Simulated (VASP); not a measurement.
A run of VASP 6.6.1 is set up as follows.

Contents of INCAR:

```
SYSTEM = TiO2
PREC     = Accurate       ! precision mode
ENCUT    = 600            ! plane-wave cutoff, eV
EDIFF    = 1E-6           ! SCF threshold, eV
ISMEAR   = 0              ! smearing method
SIGMA    = 0.05           ! smearing width, eV
LREAL    = .FALSE.        ! projectors in reciprocal space
LASPH    = .TRUE.         ! aspherical terms in the spheres
NELM     = 120            ! most SCF steps
ALGO     = Normal         ! electronic algorithm
ISIF     = 2              ! what is computed and relaxed
LWAVE    = .FALSE.        ! write WAVECAR
LCHARG   = .FALSE.        ! write CHGCAR
GGA      = PE             ! functional
NBANDS   = 60             ! bands
GGA_COMPAT= .FALSE.
```

Contents of KPOINTS:

```
Automatic mesh
0
G
  4 8 4
  0 0 0
```

The input POSCAR:

```
TiO2
1.0
    9.5223320988     -0.0000064603     -0.0000767971
   -0.0000020194      2.9758918796      0.0000005081
   -0.0000400944      0.0000008486      4.9700940676
Ti O
4 8
Direct
    0.1378191184      0.2500290268      0.9192900133
    0.8621811536      0.7500136494      0.0807069384
    0.3621721778      0.7499750486      0.4192977272
    0.6378181188      0.2499731760      0.5806991570
    0.2666930296      0.2500027683      0.6340080258
    0.7333027880      0.7499995300      0.3659814775
    0.2333045393      0.7499979279      0.1340003162
    0.7667022237      0.2500022522      0.8659909550
    0.9695126622      0.2500061541      0.2032250759
    0.0304901002      0.7500086814      0.7967788161
    0.5304993507      0.7499966782      0.7032237583
    0.4695047380      0.2499951073      0.2967977388
```

Potentials or basis: VASP PAW PBE potentials, release 64 (Ti_sv, O).

Launch:

```sh
$ cat potpaw_PBE.64/Ti_sv/POTCAR potpaw_PBE.64/O/POTCAR > POTCAR
$ mpirun -np 1 vasp_std > vasp.out
```

(1) Estimate the largest force.

(2) Estimate the pressure.

(3) Predict the band gap on the k mesh.

## Answers

(1) 0.068 eV/Å.

(2) 0.5 GPa.

(3) 2.55 eV (least direct gap 2.69 eV).
